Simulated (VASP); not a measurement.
# Eu2O3 (P-3m1) in VASP: single point with PBEsol+U

Aim: the single point of Eu2O3 with PBEsol+U.

Everything below comes from runs of VASP 6.6.1. Logs are shortened: lines on timing, memory, paths and dates and some standing lists are left out, and cuts for length are marked.

## Step 1: The cell of the first run

The structure is trigonal, space group P-3m1 (No. 164). Conventional cell: a = 3.680 Å, b = 3.680 Å, c = 5.467 Å, α = 90.00°, β = 90.00°, γ = 120.00°. Eu (site symmetry 3m) has 7 O at 2.21 to 2.49 Å within 2.9 Å. Within 3.3 Å of O (site symmetry -3m) lie 6 Eu at 2.49 Å and 6 O at 2.85 Å. O (site symmetry 3m) has 4 Eu at 2.21 to 2.26 Å and 6 O at 2.70 to 2.85 Å within 2.9 Å.

## Step 2: Single point, PBEsol+U, collinear spin, ferromagnetic start (12.82 Å³/atom)

File INCAR:

```
SYSTEM = Eu2O3
PREC = Accurate ; ENCUT = 600
EDIFF = 1E-6 ; ISMEAR = 0
SIGMA = 0.02 ; LREAL = .FALSE.
LASPH = .TRUE. ; NELM = 200
ALGO = Normal ; ISIF = 2
LWAVE = .FALSE. ; LCHARG = .FALSE.
ISPIN = 2 ; MAGMOM = 6.43 6.43 0 0 0
LORBIT = 11 ; LMAXMIX = 6
LDAU = .TRUE. ; LDAUTYPE = 2
LDAUL = 3 -1 ; LDAUU = 6 0
LDAUJ = 0 0 ; LDAUPRINT = 1
GGA = PS ; NBANDS = 38
GGA_COMPAT = .FALSE.
```

File KPOINTS:

```
regular mesh
0
G
  9 9 6
  0 0 0
```

File POSCAR:

```
Eu2O3
1.0
    3.6797242438      0.0000000000      0.0000000000
   -1.8398621219      3.1867346741      0.0000000000
    0.0000000000      0.0000000000      5.4666691623
Eu O
2 3
Direct
    0.6666666667      0.3333333333      0.7612879517
    0.3333333333      0.6666666667      0.2387120483
    0.0000000000      0.0000000000      0.0000000000
    0.6666666667      0.3333333333      0.3471428549
    0.3333333333      0.6666666667      0.6528571451
```

Potentials or basis: VASP PAW PBE potentials, release 64 (Eu, O).

Command:

```
$ cat potpaw_PBE.64/Eu/POTCAR potpaw_PBE.64/O/POTCAR > POTCAR
$ mpirun -np 1 vasp_std > vasp.out
```

OUTCAR:

```text
SYSTEM = Eu2O3
   PREC = Accurate
   ENCUT = 600
   EDIFF = 1E-6
   ISMEAR = 0
   LREAL = .FALSE.
   LASPH = .TRUE.
   NELM = 200
   ISIF = 2
   ISPIN = 2
   LORBIT = 11
   GGA = PS

 ion  position               nearest neighbor table
   1  0.667  0.333  0.761-   5 2.21   5 2.21   5 2.21   4 2.26   3 2.49   3 2.49   3 2.49   2 3.37
                             2 3.37   2 3.37
   2  0.333  0.667  0.239-   4 2.21   4 2.21   4 2.21   5 2.26   3 2.49   3 2.49   3 2.49   1 3.37
                             1 3.37   1 3.37
   3  0.000  0.000  0.000-   1 2.49   2 2.49   1 2.49   2 2.49   1 2.49   2 2.49
   4  0.667  0.333  0.347-   2 2.21   2 2.21   2 2.21   1 2.26
   5  0.333  0.667  0.653-   1 2.21   1 2.21   1 2.21   2 2.26

  LATTYP: Found a hexagonal cell.
 ALAT       =     3.6797242438
 C/A-ratio  =     1.4856192476

  Lattice vectors:

 A1 = (   3.6797242438,   0.0000000000,   0.0000000000)
 A2 = (  -1.8398621219,   3.1867346741,   0.0000000000)
 A3 = (   0.0000000000,   0.0000000000,   5.4666691623)

Analysis of symmetry for initial positions (statically):
=====================================================================
 Subroutine PRICEL returns:
 Original cell was already a primitive cell.

 Routine SETGRP: Setting up the symmetry group for a
 hexagonal supercell.

 Subroutine GETGRP returns: Found 12 space group operations
 (whereof 12 operations were pure point group operations)
 out of a pool of 24 trial point group operations.

The static configuration has the point symmetry D_3d.

Analysis of symmetry for dynamics (positions and initial velocities):
=====================================================================
 Subroutine PRICEL returns:
 Original cell was already a primitive cell.

 Routine SETGRP: Setting up the symmetry group for a
 hexagonal supercell.

 Subroutine GETGRP returns: Found 12 space group operations
 (whereof 12 operations were pure point group operations)
 out of a pool of 24 trial point group operations.

The dynamic configuration has the point symmetry D_3d.

Analysis of structural, dynamic, and magnetic symmetry:
=====================================================================
 Subroutine PRICEL returns:
 Original cell was already a primitive cell.

 Routine SETGRP: Setting up the symmetry group for a
 hexagonal supercell.

 Subroutine GETGRP returns: Found 12 space group operations
 (whereof 12 operations were pure point group operations)
 out of a pool of 24 trial point group operations.

The overall configuration has the point symmetry D_3d.

 Subroutine INISYM returns: Found 12 space group operations
 (whereof 12 operations are pure point group operations),
 and found     1 'primitive' translations

----------------------------------------------------------------------------------------

                                     Primitive cell

  volume of cell :      64.1038

  direct lattice vectors                    reciprocal lattice vectors
     3.679724244  0.000000000  0.000000000     0.271759494  0.156900417  0.000000000
    -1.839862122  3.186734674  0.000000000     0.000000000  0.313800834  0.000000000
     0.000000000  0.000000000  5.466669162     0.000000000  0.000000000  0.182926746

[... 168 lines left out ...]
  o =  0.9951  v =  0.7217  0.0000  0.0000 -0.6922  0.0000  0.0000  0.0000  0.0000  0.0000  0.0000  0.0000  0.0000  0.0000  0.0000      0.0000  0.0000  0.0000  0.0000  0.0000  0.0000  0.0000  0.0000  0.0000  0.0000  0.0000  0.0000  0.0000  0.0000
  o =  0.9953  v =  0.0000 -0.6081 -0.0000 -0.0000 -0.7939 -0.0000  0.0000  0.0000  0.0000  0.0000  0.0000  0.0000  0.0000  0.0000      0.0000  0.0000  0.0000  0.0000  0.0000  0.0000  0.0000  0.0000  0.0000  0.0000  0.0000  0.0000  0.0000  0.0000
  o =  0.9953  v =  0.0000  0.0000 -0.7939 -0.0000  0.0000 -0.6081 -0.0000  0.0000  0.0000  0.0000  0.0000  0.0000  0.0000  0.0000      0.0000  0.0000  0.0000  0.0000  0.0000  0.0000  0.0000  0.0000  0.0000  0.0000  0.0000  0.0000  0.0000  0.0000
  o =  0.9976  v =  0.0000 -0.0000  0.0000 -0.0000  0.0000 -0.0000 -1.0000  0.0000  0.0000  0.0000  0.0000  0.0000  0.0000  0.0000      0.0000  0.0000  0.0000  0.0000  0.0000  0.0000  0.0000  0.0000  0.0000  0.0000  0.0000  0.0000  0.0000  0.0000
  o =  0.9978  v = -0.0000 -0.7939 -0.0000  0.0000  0.6081  0.0000  0.0000  0.0000  0.0000  0.0000  0.0000  0.0000  0.0000  0.0000      0.0000  0.0000  0.0000  0.0000  0.0000  0.0000  0.0000  0.0000  0.0000  0.0000  0.0000  0.0000  0.0000  0.0000
  o =  0.9978  v =  0.0000 -0.0000  0.6081 -0.0000  0.0000 -0.7939  0.0000  0.0000  0.0000  0.0000  0.0000  0.0000  0.0000  0.0000      0.0000  0.0000  0.0000  0.0000  0.0000  0.0000  0.0000  0.0000  0.0000  0.0000  0.0000  0.0000  0.0000  0.0000

atom =   2  type =  1  l = 3

 onsite density matrix

spin component  1

  0.5538 -0.0000  0.0000 -0.4601  0.0000 -0.0000 -0.0000
 -0.0000  0.9969  0.0000  0.0000 -0.0012 -0.0000 -0.0000
  0.0000  0.0000  0.9962 -0.0000 -0.0000 -0.0012 -0.0000
 -0.4601  0.0000 -0.0000  0.5155  0.0000  0.0000 -0.0000
  0.0000 -0.0012 -0.0000  0.0000  0.9962 -0.0000  0.0000
 -0.0000 -0.0000 -0.0012  0.0000 -0.0000  0.9969 -0.0000
 -0.0000 -0.0000 -0.0000 -0.0000  0.0000 -0.0000  0.9976

spin component  2

  0.0220 -0.0000  0.0000  0.0119  0.0000  0.0000 -0.0000
 -0.0000  0.0104  0.0000 -0.0000 -0.0001 -0.0000 -0.0000
  0.0000  0.0000  0.0087  0.0000 -0.0000 -0.0001  0.0000
  0.0119 -0.0000  0.0000  0.0186  0.0000  0.0000 -0.0000
  0.0000 -0.0001 -0.0000  0.0000  0.0087 -0.0000  0.0000
  0.0000 -0.0000 -0.0001  0.0000 -0.0000  0.0104  0.0000
 -0.0000 -0.0000  0.0000 -0.0000  0.0000  0.0000  0.0091

 occupancies and eigenvectors

  o =  0.0082  v =  0.0000  0.0000  0.0000  0.0000  0.0000  0.0000  0.0000  0.6557 -0.0000 -0.0000 -0.7550 -0.0000  0.0000 -0.0000      0.0000  0.0000  0.0000  0.0000  0.0000  0.0000  0.0000  0.0000  0.0000  0.0000  0.0000  0.0000  0.0000  0.0000
  o =  0.0087  v =  0.0000  0.0000  0.0000  0.0000  0.0000  0.0000  0.0000 -0.0000 -0.0725 -0.0000  0.0000 -0.9974 -0.0000  0.0000      0.0000  0.0000  0.0000  0.0000  0.0000  0.0000  0.0000  0.0000  0.0000  0.0000  0.0000  0.0000  0.0000  0.0000
  o =  0.0087  v =  0.0000  0.0000  0.0000  0.0000  0.0000  0.0000  0.0000  0.0000 -0.0000  0.9974 -0.0000 -0.0000  0.0725 -0.0000      0.0000  0.0000  0.0000  0.0000  0.0000  0.0000  0.0000  0.0000  0.0000  0.0000  0.0000  0.0000  0.0000  0.0000
  o =  0.0091  v =  0.0000  0.0000  0.0000  0.0000  0.0000  0.0000  0.0000 -0.0000 -0.0000 -0.0000  0.0000 -0.0000  0.0000 -1.0000      0.0000  0.0000  0.0000  0.0000  0.0000  0.0000  0.0000  0.0000  0.0000  0.0000  0.0000  0.0000  0.0000  0.0000
  o =  0.0105  v =  0.0000  0.0000  0.0000  0.0000  0.0000  0.0000  0.0000 -0.0000 -0.9974 -0.0000  0.0000  0.0725  0.0003  0.0000      0.0000  0.0000  0.0000  0.0000  0.0000  0.0000  0.0000  0.0000  0.0000  0.0000  0.0000  0.0000  0.0000  0.0000
  o =  0.0105  v =  0.0000  0.0000  0.0000  0.0000  0.0000  0.0000  0.0000  0.0000 -0.0003  0.0725 -0.0000  0.0000 -0.9974 -0.0000      0.0000  0.0000  0.0000  0.0000  0.0000  0.0000  0.0000  0.0000  0.0000  0.0000  0.0000  0.0000  0.0000  0.0000
  o =  0.0323  v =  0.0000  0.0000  0.0000  0.0000  0.0000  0.0000  0.0000 -0.7550  0.0000 -0.0000 -0.6557 -0.0000 -0.0000  0.0000      0.0000  0.0000  0.0000  0.0000  0.0000  0.0000  0.0000  0.0000  0.0000  0.0000  0.0000  0.0000  0.0000  0.0000
  o =  0.0742  v = -0.6922  0.0000  0.0000 -0.7217  0.0000  0.0000 -0.0000  0.0000  0.0000  0.0000  0.0000  0.0000  0.0000  0.0000      0.0000  0.0000  0.0000  0.0000  0.0000  0.0000  0.0000  0.0000  0.0000  0.0000  0.0000  0.0000  0.0000  0.0000
  o =  0.9951  v =  0.7217  0.0000  0.0000 -0.6922  0.0000  0.0000 -0.0000  0.0000  0.0000  0.0000  0.0000  0.0000  0.0000  0.0000      0.0000  0.0000  0.0000  0.0000  0.0000  0.0000  0.0000  0.0000  0.0000  0.0000  0.0000  0.0000  0.0000  0.0000
  o =  0.9953  v =  0.0000 -0.6081  0.0000 -0.0000 -0.7939  0.0000  0.0000  0.0000  0.0000  0.0000  0.0000  0.0000  0.0000  0.0000      0.0000  0.0000  0.0000  0.0000  0.0000  0.0000  0.0000  0.0000  0.0000  0.0000  0.0000  0.0000  0.0000  0.0000
  o =  0.9953  v = -0.0000  0.0000  0.7939  0.0000  0.0000  0.6081  0.0000  0.0000  0.0000  0.0000  0.0000  0.0000  0.0000  0.0000      0.0000  0.0000  0.0000  0.0000  0.0000  0.0000  0.0000  0.0000  0.0000  0.0000  0.0000  0.0000  0.0000  0.0000
  o =  0.9976  v =  0.0000  0.0000 -0.0000 -0.0000 -0.0000  0.0000  1.0000  0.0000  0.0000  0.0000  0.0000  0.0000  0.0000  0.0000      0.0000  0.0000  0.0000  0.0000  0.0000  0.0000  0.0000  0.0000  0.0000  0.0000  0.0000  0.0000  0.0000  0.0000
  o =  0.9978  v = -0.0000  0.7939 -0.0000  0.0000 -0.6081  0.0000 -0.0000  0.0000  0.0000  0.0000  0.0000  0.0000  0.0000  0.0000      0.0000  0.0000  0.0000  0.0000  0.0000  0.0000  0.0000  0.0000  0.0000  0.0000  0.0000  0.0000  0.0000  0.0000
  o =  0.9978  v =  0.0000  0.0000  0.6081 -0.0000 -0.0000 -0.7939  0.0000  0.0000  0.0000  0.0000  0.0000  0.0000  0.0000  0.0000      0.0000  0.0000  0.0000  0.0000  0.0000  0.0000  0.0000  0.0000  0.0000  0.0000  0.0000  0.0000  0.0000  0.0000

 number of electron      51.9999991 magnetization      11.9999862

 Free energy of the ion-electron system (eV)
  ---------------------------------------------------
  ext. energy  EPLUGINS =         0.00000000
  ---------------------------------------------------
  free energy    TOTEN  =       -51.88887843 eV

  energy without entropy =      -51.88887843  energy(sigma->0) =      -51.88887843

 E-fermi :   3.1616     XC(G=0): -12.0851

 val. band max:        3.0208013846   @ k =   0.0000   0.0000   0.0000
 cond. band min:       5.2235311613   @ k =   0.4444   0.0000   0.3333
 fundamental gap:      2.2027297766
 Fermi energy:         3.1615830506

 spin component 1

 k-point     1 :       0.0000    0.0000    0.0000
  band No.  band energies     occupation
      1     -37.2952      1.00000
      2     -37.1181      1.00000
      3     -17.3729      1.00000
      4     -15.6067      1.00000
      5     -15.6067      1.00000
      6     -15.3655      1.00000
[... 1961 lines left out ...]
     37      10.4475      0.00000
     38      10.8359      0.00000

 [... further k-points ...]

------------------------ aborting loop because EDIFF is reached ----------------------------------------

  FORCE on cell =-STRESS in cart. coord.  units (eV):
  Direction    XX          YY          ZZ          XY          YZ          ZX
  --------------------------------------------------------------------------------------
  -------------------------------------------------------------------------------------
  Total        6.8520578      6.8520578      6.5227772      0.0000000     -0.0000000      0.0000000
  in kB      171.2567219    171.2567219    163.0268569      0.0000000     -0.0000000      0.0000000
  external PRESSURE =     168.5134335 kB  Pullay stress =       0.0000000 kB

 VOLUME and BASIS-vectors are now :
 -----------------------------------------------------------------------------
  energy-cutoff  :      600.00
  volume of cell :       64.10
      direct lattice vectors                 reciprocal lattice vectors
     3.679724244  0.000000000  0.000000000     0.271759494  0.156900417  0.000000000
    -1.839862122  3.186734674  0.000000000     0.000000000  0.313800834  0.000000000
     0.000000000  0.000000000  5.466669162     0.000000000  0.000000000  0.182926746

 POSITION                                       TOTAL-FORCE (eV/Angst)
 -----------------------------------------------------------------------------------
      1.83986      1.06224      4.16171        -0.000000      0.000000      0.117125
     -0.00000      2.12449      1.30496        -0.000000     -0.000000     -0.117125
      0.00000      0.00000      0.00000         0.000000      0.000000      0.000000
      1.83986      1.06224      1.89772        -0.000000      0.000000      0.005498
     -0.00000      2.12449      3.56895         0.000000     -0.000000     -0.005498
 -----------------------------------------------------------------------------------
    total drift:                               -0.000000      0.000000     -0.000000

  FREE ENERGIE OF THE ION-ELECTRON SYSTEM (eV)
  ---------------------------------------------------
  free  energy   TOTEN  =       -51.8888784320 eV

  energy  without entropy=      -51.8888784320  energy(sigma->0) =      -51.88887843

 total charge

# of ion       s       p       d       f       tot
--------------------------------------------------
    1        2.054   5.758   0.711   6.128  14.652
    2        2.054   5.758   0.711   6.128  14.652
    3        1.547   3.444   0.000   0.000   4.991
    4        1.563   3.521   0.000   0.000   5.083
    5        1.563   3.521   0.000   0.000   5.083
--------------------------------------------------
tot          8.781  22.000   1.423  12.257  44.461

 magnetization (x)

# of ion       s       p       d       f       tot
--------------------------------------------------
    1       -0.007  -0.087   0.072   5.960   5.938
    2       -0.007  -0.087   0.072   5.960   5.938
    3       -0.004  -0.063   0.000   0.000  -0.067
    4       -0.005  -0.048   0.000   0.000  -0.053
    5       -0.005  -0.048   0.000   0.000  -0.053
--------------------------------------------------
tot         -0.026  -0.333   0.144  11.919  11.704
```

It took 85 min on 1 thread of Intel Xeon 8259CL, shared host; peak memory 0.45 GiB.

Results:

* Free energy: -51.8889 eV
* Pressure: 16.9 GPa
* Largest force: 0.117 eV/Å
* Band gap on the k mesh: 2.20 eV (least direct gap 2.24 eV)
* Net moment: 12.00 μB per cell
* Site moments: Eu +5.94; O -0.07, -0.05 (each value once) μB
* Valence electrons inside the program's atomic spheres: Eu 14.65; O 4.99, 5.08 (each value once)

Forces in eV/Å, atoms in the order of the input:
```
Eu   0.000  0.000  0.117
Eu   0.000  0.000 -0.117
O    0.000  0.000  0.000
O    0.000  0.000  0.005
O    0.000  0.000 -0.005
```

Stress tensor (GPa, compression positive):
```
17.13  0.00  0.00
 0.00 17.13  0.00
 0.00  0.00 16.30
```

Eigenvalues of the final occupation matrices:
| site | spin | trace | eigenvalues |
| --- | --- | --- | --- |
| site 1 f | 1 | 6.05 | 0.07 1.00 1.00 1.00 1.00 1.00 1.00 |
| site 1 f | 2 | 0.09 | 0.01 0.01 0.01 0.01 0.01 0.01 0.03 |
| site 2 f | 1 | 6.05 | 0.07 1.00 1.00 1.00 1.00 1.00 1.00 |
| site 2 f | 2 | 0.09 | 0.01 0.01 0.01 0.01 0.01 0.01 0.03 |

Caveat: the cell stands under pressure; the PAW data sets were made with another functional, which shifts forces and pressure a little; spin-orbit coupling is left out, which moves the levels of the heavy elements; an odd mesh through Γ misses points on the zone boundary, where band edges can lie. The state reached can hang on the start; a lower one may exist.
